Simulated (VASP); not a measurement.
Runs of VASP 6.6.1 on Ir. The structure is that of space group Im-3m (No. 229), or close to it. The cells are those of the table. 

```tsv
cell	gap on the mesh (eV)	pressure (GPa)
a = 2.675, b = 2.675, c = 3.102 Å, angles 54.6, 54.6, 70.9°, 1 atom	none	7.5
a = 2.705, b = 2.705, c = 3.189 Å, angles 53.9, 53.9, 72.2°, 1 atom	none	-3.6
a = 2.661, b = 2.661, c = 3.034 Å, angles 55.3, 55.3, 69.5°, 1 atom	none	12.6
a = 2.716, b = 2.716, c = 3.151 Å, angles 54.6, 54.6, 70.9°, 1 atom	none	(a)
```

Alike in all rows: task single point; level PBE; potentials or basis VASP PAW PBE potentials, release 64 (Ir); no spin polarisation; k mesh 22 × 22 × 22; cutoff (eV) 520; smearing gaussian 0.15 eV.

Estimate the missing entries.

(a) -6.8.

Caveats: spin-orbit coupling is left out, which moves the levels of the heavy elements; the stress differs along the axes, from 2 to 10 GPa (at least some runs); the stress differs along the axes, from -22 to 6 GPa (at least some runs); the stress differs along the axes, from 5 to 28 GPa (at least some runs); the stress differs along the axes, from -12 to -4 GPa (at least some runs).

A k mesh can miss the band edges, and the runs leave out spin-orbit coupling on Ir.

A gap of «none» marks levels without a gap at the run's occupations.
